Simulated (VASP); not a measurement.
# Li (Fd-3m) in VASP: notebook

Aim: see how the results for Li move with the level of theory and the settings. Levels: r2SCAN, r2SCAN0. Tasks: single point.

Everything below comes from runs of VASP 6.6.1. Logs are shortened: lines on timing, memory, paths and dates and some standing lists are left out, and cuts for length are marked.

## Step 1: The cell of the first run

Symmetry: Fd-3m, No. 227, cubic system. The conventional cell has a = 5.938 Å, b = 5.938 Å, c = 5.938 Å, α = 90.00°, β = 90.00°, γ = 90.00°. Li (site symmetry -43m) has 4 Li at 2.57 Å within 3.4 Å.

This isn't the form of Li at room conditions, which is bcc.

## Step 2: Single point, r2SCAN

POSCAR

```
Li
1.0
    0.0000000000      2.9689105632      2.9689105632
    2.9689105632      0.0000000000      2.9689105632
    2.9689105632      2.9689105632      0.0000000000
Li
2
Direct
    0.1250000000      0.1250000000      0.1250000000
    0.8750000000      0.8750000000      0.8750000000
```

INCAR.step1

```
PREC = Accurate
ENCUT = 520
ISMEAR = -1
SIGMA = 0.1
LREAL = False
LASPH = True
NELM = 60
NBANDS = 10
GGA = PE
ALGO = Normal
EDIFF = 1E-4
LWAVE = True
LCHARG = False
```

INCAR.step2

```
PREC = Accurate
ENCUT = 520
EDIFF = 1E-7
ISMEAR = -1
SIGMA = 0.1
LREAL = False
LASPH = True
NELM = 60
ALGO = Normal
ISIF = 2
LWAVE = False
LCHARG = False
METAGGA = R2SCAN
LMIXTAU = True
NBANDS = 10
ISTART = 1
```

KPOINTS

```
Automatic mesh
0
Gamma
  5 5 5
```

Potentials or basis: VASP PAW PBE potentials, release 64 (Li_sv).

The run is started by

```
cat potpaw_PBE.64/Li_sv/POTCAR > POTCAR
cp INCAR.step1 INCAR
mpirun -np 1 vasp_std > vasp.out
cp INCAR.step2 INCAR
mpirun -np 1 vasp_std > vasp.out
```

OUTCAR:

```text
PREC = Accurate
   ENCUT = 520
   EDIFF = 1E-7
   ISMEAR = -1
   LREAL = False
   LASPH = True
   NELM = 60
   ISIF = 2
   METAGGA = R2SCAN
   ISTART = 1

 ion  position               nearest neighbor table
   1  0.125  0.125  0.125-   2 2.57   2 2.57   2 2.57   2 2.57
   2  0.875  0.875  0.875-   1 2.57   1 2.57   1 2.57   1 2.57

  LATTYP: Found a face centered cubic cell.
 ALAT       =     5.9378211264

  Lattice vectors:

 A1 = (   0.0000000000,   2.9689105632,   2.9689105632)
 A2 = (   2.9689105632,   0.0000000000,   2.9689105632)
 A3 = (   2.9689105632,   2.9689105632,   0.0000000000)

Analysis of symmetry for initial positions (statically):
=====================================================================
 Subroutine PRICEL returns:
 Original cell was already a primitive cell.

 Routine SETGRP: Setting up the symmetry group for a
 face centered cubic supercell.

 Subroutine GETGRP returns: Found 48 space group operations
 (whereof 12 operations were pure point group operations)
 out of a pool of 48 trial point group operations.

The static configuration has the point symmetry D_3d.
 The point group associated with its full space group is O_h .

Analysis of symmetry for dynamics (positions and initial velocities):
=====================================================================
 Subroutine PRICEL returns:
 Original cell was already a primitive cell.

 Routine SETGRP: Setting up the symmetry group for a
 face centered cubic supercell.

 Subroutine GETGRP returns: Found 48 space group operations
 (whereof 12 operations were pure point group operations)
 out of a pool of 48 trial point group operations.

The dynamic configuration has the point symmetry D_3d.
 The point group associated with its full space group is O_h .

 Subroutine INISYM returns: Found 48 space group operations
 (whereof 12 operations are pure point group operations),
 and found     1 'primitive' translations

----------------------------------------------------------------------------------------

                                     Primitive cell

  volume of cell :      52.3385

  direct lattice vectors                    reciprocal lattice vectors
     0.000000000  2.968910563  2.968910563    -0.168411944  0.168411944  0.168411944
     2.968910563  0.000000000  2.968910563     0.168411944 -0.168411944  0.168411944
     2.968910563  2.968910563  0.000000000     0.168411944  0.168411944 -0.168411944

  length of vectors
     4.198673584  4.198673584  4.198673584     0.291698044  0.291698044  0.291698044

  position of ions in fractional coordinates (direct lattice)
     0.125000000  0.125000000  0.125000000
     0.875000000  0.875000000  0.875000000

  ion indices of the primitive-cell ions
   primitive index   ion index
                 1           1
                 2           2

----------------------------------------------------------------------------------------

 KPOINTS: Automatic mesh

Automatic generation of k-mesh.
 Grid dimensions read from file:
 generate k-points for:    5    5    5

 Generating k-lattice:

  Cartesian coordinates                     Fractional coordinates (reciprocal lattice)
    -0.033682389  0.033682389  0.033682389     0.200000000  0.000000000  0.000000000
     0.033682389 -0.033682389  0.033682389     0.000000000  0.200000000  0.000000000
     0.033682389  0.033682389 -0.033682389     0.000000000  0.000000000  0.200000000

  Length of vectors
     0.058339609  0.058339609  0.058339609

  Shift w.r.t. Gamma in fractional coordinates (k-lattice)
     0.000000000  0.000000000  0.000000000

 Subroutine IBZKPT returns following result:
 ===========================================

 Found     10 irreducible k-points:

 Following reciprocal coordinates:
            Coordinates               Weight
  0.000000  0.000000  0.000000      1.000000
  0.200000  0.000000  0.000000      8.000000
  0.400000  0.000000  0.000000      8.000000
  0.200000  0.200000  0.000000      6.000000
  0.400000  0.200000  0.000000     24.000000
 -0.400000  0.200000  0.000000     24.000000
 -0.200000  0.200000  0.000000     12.000000
  0.400000  0.400000  0.000000      6.000000
 -0.400000  0.400000  0.000000     12.000000
 -0.400000  0.400000  0.200000     24.000000
   k-points           NKPTS =     10   k-points in BZ     NKDIM =     10   number of bands    NBANDS=     10
   number of dos      NEDOS =    301   number of ions     NIONS =      2
   total plane-waves  NPLWV =  32768
   dimension x,y,z NGX =    32 NGY =   32 NGZ =   32
   dimension x,y,z NGXF=    64 NGYF=   64 NGZF=   64
   ions per type =               2
   NGX,Y,Z   is equivalent  to a cutoff of  12.67, 12.67, 12.67 a.u.
   NGXF,Y,Z  is equivalent  to a cutoff of  25.34, 25.34, 25.34 a.u.
 SYSTEM =  unknown system
   PREC   = accura    normal or accurate (medium, high low for compatibility)
   ISTART =      1    job   : 0-new  1-cont  2-samecut
   ICHARG =      0    charge: 1-file 2-atom 10-const
   ISPIN  =      1    spin polarized calculation?
   LNONCOLLINEAR =      F non collinear calculations
   LSORBIT =      F    spin-orbit coupling
   LASPH  =      T    aspherical Exc in radial PAW
   ENCUT  =  520.0 eV  38.22 Ry    6.18 a.u.   7.81  7.81  7.81*2*pi/ulx,y,z
   NELM   =     60;   NELMIN=  2; NELMDL=  0     # of ELM steps
   EDIFF  = 0.1E-06   stopping-criterion for ELM
   LREAL  =      F    real-space projection
   EDIFFG = 0.1E-05   stopping-criterion for IOM
   NSW    =      0    number of steps for IOM
   IBRION =     -1    ionic relax: 0-MD 1-quasi-New 2-CG
   NFREE  =      0    steps in history (QN), initial steepest desc. (CG)
   ISIF   =      2    stress and relaxation
   ISYM   =      2    0-nonsym 1-usesym 2-fastsym
   POTIM  = 0.5000    time-step for ionic-motion
   TEBEG  =    0.0;   TEEND  =   0.0 temperature during run
   PSTRESS=    0.0 pullay stress
   NELECT =       6.0000    total number of electrons
   NUPDOWN=      -1.0000    fix difference up-down
   EMIN   =  10.00;   EMAX   =-10.00  energy-range for DOS
   EFERMI =   0.00;   METHOD = LEGACY
   ISMEAR =    -1;   SIGMA  =   0.10  broadening in eV -4-tet -1-fermi 0-gaus
   EFERMI_NEDOS =   21; number of points for ismear=-14 and -15
   IALGO  =     38    algorithm
   IMIX   =      4    mixing-type and parameters
     AMIX     =   0.40;   BMIX     =  1.00
     AMIX_MAG =   1.60;   BMIX_MAG =  1.00
  volume/ion in A,a.u.               =      26.17       176.60
  Fermi-wavevector in a.u.,A,eV,Ry     =   0.795276  1.502855  8.605204  0.632465
  Thomas-Fermi vector in A             =   1.901573
   LORBIT       =      0    0 simple, 1 ext, 2 COOP (PROOUT), +10 PAW based schemes
   METAGGA = R2SCAN    functional components
   LHFCALC =     F    Hartree Fock is set to
   AEXX    =    0.0000 exact exchange contribution
   IVDW    =     0    specifies the selected vdW correction
   LEPSILON=     F    determine dielectric tensor
   LRPA    =     F    only Hartree local field effects (RPA)
 non-spin polarized calculation
  energy-cutoff  :      520.00
  volume of cell :       52.34
 maximum number of plane-waves:      1422
   NGX = 15   NGY = 15   NGZ = 15

 number of electron       6.0000022 magnetization

 Free energy of the ion-electron system (eV)
  ---------------------------------------------------
  ext. energy  EPLUGINS =         0.00000000
  ---------------------------------------------------
  free energy    TOTEN  =        -3.71350307 eV

  energy without entropy =       -3.67290094  energy(sigma->0) =       -3.69320200

 E-fermi :   0.2988     XC(G=0):  -6.8067

 val. band max:       -0.5344391055   @ k =  -0.4000   0.4000   0.2000
 cond. band min:       0.3635741941   @ k =  -0.4000   0.2000   0.0000
 fundamental gap:      0.8980132996
 Fermi energy:         0.2987692246

 k-point     1 :       0.0000    0.0000    0.0000
  band No.  band energies     occupation
      1     -49.3194      2.00000
      2     -49.2482      2.00000
      3      -3.4245      2.00000
      4       6.3414      0.00000
      5       6.3414      0.00000
      6       6.3426      0.00000
      7       7.4140      0.00000
      8       7.4140      0.00000
      9       7.4147      0.00000
     10      12.3665      0.00000

 k-point     2 :       0.2000    0.0000    0.0000
  band No.  band energies     occupation
      1     -49.3143      2.00000
      2     -49.2532      2.00000
      3      -2.9888      2.00000
      4       3.5577      0.00000
      5       5.4700      0.00000
      6       5.4709      0.00000
      7       8.4014      0.00000
      8       8.4020      0.00000
      9       9.4214      0.00000
     10      10.6217      0.00000

 k-point     3 :       0.4000    0.0000    0.0000
  band No.  band energies     occupation
      1     -49.3038      2.00000
      2     -49.2635      2.00000
      3      -1.7326      2.00000
      4       0.7011      0.03516
      5       4.9288      0.00000
      6       4.9298      0.00000
      7       7.8076      0.00000
      8       7.8078      0.00000
      9       9.6853      0.00000
     10      10.5041      0.00000

 k-point     4 :       0.2000    0.2000    0.0000
  band No.  band energies     occupation
      1     -49.3124      2.00000
      2     -49.2549      2.00000
      3      -2.8381      2.00000
      4       4.1968      0.00000
      5       4.1974      0.00000
      6       5.3265      0.00000
      7       7.0047      0.00000
      8       7.7563      0.00000
      9      10.3418      0.00000
     10      10.3427      0.00000
[... 40 lines left out ...]
 k-point     8 :       0.4000    0.4000    0.0000
  band No.  band energies     occupation
      1     -49.2945      2.00000
      2     -49.2725      2.00000
      3      -1.0510      2.00000
      4       1.9480      0.00000
      5       2.8452      0.00000
      6       2.8457      0.00000
      7       6.2688      0.00000
      8       6.3906      0.00000
      9      13.6185      0.00000
     10      13.6196      0.00000

 k-point     9 :      -0.4000    0.4000    0.0000
  band No.  band energies     occupation
      1     -49.2870      2.00000
      2     -49.2801      2.00000
      3       0.4079      0.50261
      4       0.5920      0.10120
      5       1.3943      0.00003
      6       2.9988      0.00000
      7       6.3914      0.00000
      8       8.2164      0.00000
      9      12.8847      0.00000
     10      13.8186      0.00000

 k-point    10 :      -0.4000    0.4000    0.2000
  band No.  band energies     occupation
      1     -49.2924      2.00000
      2     -49.2747      2.00000
      3      -0.5344      1.99952
      4       1.6208      0.00000
      5       1.7536      0.00000
      6       2.4646      0.00000
      7       7.8857      0.00000
      8       8.5554      0.00000
      9      10.7450      0.00000
     10      12.7911      0.00000

------------------------ aborting loop because EDIFF is reached ----------------------------------------

  FORCE on cell =-STRESS in cart. coord.  units (eV):
  Direction    XX          YY          ZZ          XY          YZ          ZX
  --------------------------------------------------------------------------------------
  -------------------------------------------------------------------------------------
  Total       -0.0493224     -0.0493224     -0.0493224      0.0000000      0.0000000     -0.0000000
  in kB       -1.5098494     -1.5098494     -1.5098494      0.0000000      0.0000000     -0.0000000
  external PRESSURE =      -1.5098494 kB  Pullay stress =       0.0000000 kB

 VOLUME and BASIS-vectors are now :
 -----------------------------------------------------------------------------
  energy-cutoff  :      520.00
  volume of cell :       52.34
      direct lattice vectors                 reciprocal lattice vectors
     0.000000000  2.968910563  2.968910563    -0.168411944  0.168411944  0.168411944
     2.968910563  0.000000000  2.968910563     0.168411944 -0.168411944  0.168411944
     2.968910563  2.968910563  0.000000000     0.168411944  0.168411944 -0.168411944

 POSITION                                       TOTAL-FORCE (eV/Angst)
 -----------------------------------------------------------------------------------
      0.74223      0.74223      0.74223         0.000000      0.000000      0.000000
      5.19559      5.19559      5.19559        -0.000000     -0.000000     -0.000000
 -----------------------------------------------------------------------------------
    total drift:                                0.000000      0.000000      0.000000

  FREE ENERGIE OF THE ION-ELECTRON SYSTEM (eV)
  ---------------------------------------------------
  free  energy   TOTEN  =        -3.7135030652 eV

  energy  without entropy=       -3.6729009405  energy(sigma->0) =       -3.69320200
```

Run time: 26 s. Hardware: 1 thread of Intel Xeon Platinum 8488C (Sapphire Rapids), shared host; peak memory 0.17 GiB.

Results:

* Free energy: -3.7135 eV
* Band gap on the k mesh: zero (bands 3 and 4 overlap by 0.04 eV)

Levels at points of the mesh, in eV from the Fermi level:
| k point | band 1 | band 2 | band 3 | band 4 | band 5 | band 6 |
| --- | --- | --- | --- | --- | --- | --- |
| (0.00, 0.00, 0.00) | -49.62 | -49.55 | -3.72 | 6.04 | 6.04 | 6.04 |

Caveat: the k points lie up to 0.37 Å⁻¹ apart; the cutoff is under 1.25 times the usual one of these potentials, so pressure, stress and relaxed cells hold a basis-set (Pulay) error; the PAW data sets were made with another functional, which shifts forces and pressure a little.

(Continued in part 2 of 2.)

The gap in the log of VASP goes by the Fermi energy; the results here count the filled bands.